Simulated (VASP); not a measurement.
# Na4TaN3 (P-43m) in VASP: notebook, part 2 of 2

VASP 6.6.1. The steps go on from the part before.

### 3 Single point, PBE, collinear spin, ferromagnetic start

This run uses another cell than the first one, of 22.69 Å³/atom, 1.246 times its volume.

Input file INCAR:

```
SYSTEM = Na4TaN3
ALGO = Normal ; EDIFF = 1E-6
ENCUT = 520 ; GGA = PE
ISIF = 2 ; ISMEAR = 0
ISPIN = 2 ; LASPH = .TRUE.
LCHARG = .FALSE. ; LMAXMIX = 4
LORBIT = 11 ; LREAL = .FALSE.
LWAVE = .FALSE. ; MAGMOM = 0 0 0 0 1 0 0 0
NBANDS = 41 ; NELM = 150
PREC = Accurate ; SIGMA = 0.1
```

Input file KPOINTS:

```
k-points
0
G
  4 4 4
  0 0 0
```

Input file POSCAR:

```
Na4TaN3
1.0
    5.6623440281      0.0000000000      0.0000000000
    0.0000000000      5.6623440281      0.0000000000
    0.0000000000      0.0000000000      5.6623440281
Na Ta N
4 1 3
Direct
    0.6917753045      0.6917753045      0.6917753045
    0.3082246955      0.3082246955      0.6917753045
    0.3082246955      0.6917753045      0.3082246955
    0.6917753045      0.3082246955      0.3082246955
    0.0000000000      0.0000000000      0.0000000000
    0.0000000000      0.5000000000      0.5000000000
    0.5000000000      0.0000000000      0.5000000000
    0.5000000000      0.5000000000      0.0000000000
```

Potentials or basis: VASP PAW PBE potentials, release 64 (Na_pv, Ta_pv, N).

Launch:

```sh
$ cat potpaw_PBE.64/Na_pv/POTCAR potpaw_PBE.64/Ta_pv/POTCAR potpaw_PBE.64/N/POTCAR > POTCAR
$ mpirun -np 1 vasp_std > vasp.out
```

OUTCAR:

```text
SYSTEM = Na4TaN3
   EDIFF = 1E-6
   ENCUT = 520
   GGA = PE
   ISIF = 2
   ISMEAR = 0
   ISPIN = 2
   LASPH = .TRUE.
   LORBIT = 11
   LREAL = .FALSE.
   NELM = 150
   PREC = Accurate

 ion  position               nearest neighbor table
   1  0.692  0.692  0.692-   5 3.02
   2  0.308  0.308  0.692-   5 3.02
   3  0.308  0.692  0.308-   5 3.02
   4  0.692  0.308  0.308-   5 3.02
   5  0.000  0.000  0.000-   1 3.02   2 3.02   3 3.02   4 3.02
   6  0.000  0.500  0.500-
   7  0.500  0.000  0.500-
   8  0.500  0.500  0.000-

  LATTYP: Found a simple cubic cell.
[... 1070 lines left out ...]
      1.74527      1.74527      3.91707        -0.047989     -0.047989      0.047989
      1.74527      3.91707      1.74527        -0.047989      0.047989     -0.047989
      3.91707      1.74527      1.74527         0.047989     -0.047989     -0.047989
      0.00000      0.00000      0.00000        -0.000000      0.000000     -0.000000
      0.00000      2.83117      2.83117         0.000000      0.000000      0.000000
      2.83117      0.00000      2.83117        -0.000000      0.000000     -0.000000
      2.83117      2.83117      0.00000         0.000000      0.000000     -0.000000
 -----------------------------------------------------------------------------------
    total drift:                               -0.000000     -0.000000     -0.000000

  FREE ENERGIE OF THE ION-ELECTRON SYSTEM (eV)
  ---------------------------------------------------
  free  energy   TOTEN  =       -25.7242621296 eV

  energy  without entropy=      -25.6118627876  energy(sigma->0) =      -25.66806246

 total charge

# of ion       s       p       d       tot
------------------------------------------
    1        0.097   6.000   0.000   6.098
    2        0.097   6.000   0.000   6.098
    3        0.097   6.000   0.000   6.098
    4        0.097   6.000   0.000   6.098
    5        0.499   5.932   2.027   8.458
    6        1.315   2.116   0.000   3.431
    7        1.315   2.116   0.000   3.431
    8        1.315   2.116   0.000   3.431
--------------------------------------------------
tot          4.833  36.281   2.027  43.141

 magnetization (x)

# of ion       s       p       d       tot
------------------------------------------
    1        0.011  -0.011   0.000   0.000
    2        0.011  -0.011   0.000   0.000
    3        0.011  -0.011   0.000   0.000
    4        0.011  -0.011   0.000   0.000
    5       -0.081   0.009  -0.264  -0.336
    6       -0.023  -1.031   0.000  -1.054
    7       -0.023  -1.031   0.000  -1.054
    8       -0.023  -1.031   0.000  -1.054
--------------------------------------------------
tot         -0.105  -3.128  -0.264  -3.497
```

OSZICAR:

```text
N       E                     dE             d eps       ncg     rms          rms(c)
DAV:   1     0.548248124301E+03    0.54825E+03   -0.26572E+04  1640   0.135E+03
DAV:   2     0.276763018603E+02   -0.52057E+03   -0.49758E+03  1672   0.393E+02
DAV:   3    -0.449987860546E+02   -0.72675E+02   -0.68770E+02  2128   0.143E+02
DAV:   4    -0.490194696646E+02   -0.40207E+01   -0.39890E+01  1874   0.326E+01
[... 42 lines left out ...]
DAV:  47    -0.257242324682E+02   -0.29513E-05   -0.12910E-05  1539   0.181E-02    0.403E-02
DAV:  48    -0.257242472754E+02   -0.14807E-04   -0.62302E-06  1512   0.138E-02    0.370E-02
DAV:  49    -0.257242587265E+02   -0.11451E-04   -0.37385E-05  1746   0.219E-02    0.109E-02
DAV:  50    -0.257242628456E+02   -0.41191E-05   -0.62123E-06  1489   0.109E-02    0.165E-02
DAV:  51    -0.257242621296E+02    0.71605E-06   -0.11001E-06  1249   0.446E-03
   1 F= -.25724262E+02 E0= -.25668062E+02  d E =-.112399E+00  mag=    -5.0307
```

stdout:

```text
POSCAR found type information on POSCAR NaTaN
 POSCAR found :  3 types and       8 ions
 scaLAPACK will be used
 LDA part: xc-table for (Slater+PW92), standard interpolation
 POSCAR, INCAR and KPOINTS ok, starting setup
 FFT: planning ... GRIDC
 FFT: planning ... GRID_SOFT
 FFT: planning ... GRID
 WAVECAR not read
 entering main loop
```

It took 12 min on 1 thread of Intel Xeon Platinum 8259CL at 2.50GHz (Skylake/Cascade Lake), shared host; peak memory 0.39 GiB.

What came out:

- Free energy: -25.7243 eV
- Pressure: 0.6 GPa
- Largest force: 0.083 eV/Å
- Net moment: -5.03 μB per cell
- Site moments: Na +0.00; Ta -0.34; N -1.05 μB
- Valence electrons inside the program's atomic spheres: Na 6.10; Ta 8.46; N 3.43

Forces in eV/Å, atoms in the order of the input:
```
Na   0.048  0.048  0.048
Na  -0.048 -0.048  0.048
Na  -0.048  0.048 -0.048
Na   0.048 -0.048 -0.048
Ta   0.000  0.000  0.000
N    0.000  0.000  0.000
N    0.000  0.000  0.000
N    0.000  0.000  0.000
```

Levels at points of the mesh, in eV from the Fermi level:
Spin up:
| k point | band 20 | band 21 | band 22 | band 23 | band 24 | band 25 | band 26 | band 27 | band 28 | band 29 |
| --- | --- | --- | --- | --- | --- | --- | --- | --- | --- | --- |
| (0.00, 0.00, 0.00) | -0.84 | -0.84 | -0.84 | 0.01 | 0.01 | 0.20 | 0.20 | 0.20 | 0.36 | 0.36 |
| (0.50, 0.00, 0.00) | -0.81 | -0.81 | -0.60 | -0.55 | 0.01 | 0.01 | 0.09 | 0.09 | 0.21 | 0.31 |
| (0.50, 0.50, 0.00) | -1.20 | -0.48 | -0.48 | -0.38 | -0.38 | -0.27 | 0.03 | 0.20 | 0.25 | 0.28 |
| (0.50, 0.50, 0.50) | -1.29 | -0.95 | -0.95 | -0.95 | 0.12 | 0.12 | 0.12 | 0.28 | 0.28 | 0.42 |
Spin down:
| k point | band 25 | band 26 | band 27 | band 28 | band 29 | band 30 | band 31 | band 32 | band 33 | band 34 |
| --- | --- | --- | --- | --- | --- | --- | --- | --- | --- | --- |
| (0.00, 0.00, 0.00) | -1.61 | -1.54 | -1.54 | -1.54 | -0.19 | -0.19 | -0.06 | -0.06 | -0.06 | 3.29 |
| (0.50, 0.00, 0.00) | -1.82 | -1.60 | -1.60 | -0.65 | -0.05 | 0.10 | 0.10 | 0.16 | 0.16 | 1.88 |
| (0.50, 0.50, 0.00) | -1.90 | -1.55 | -1.46 | -0.66 | -0.09 | 0.13 | 0.16 | 0.16 | 0.23 | 2.66 |
| (0.50, 0.50, 0.50) | -1.44 | -1.42 | -1.42 | -1.42 | -0.14 | -0.14 | -0.14 | 0.16 | 0.16 | 3.37 |

Caveat: spin-orbit coupling is left out, which moves the levels of the heavy elements.
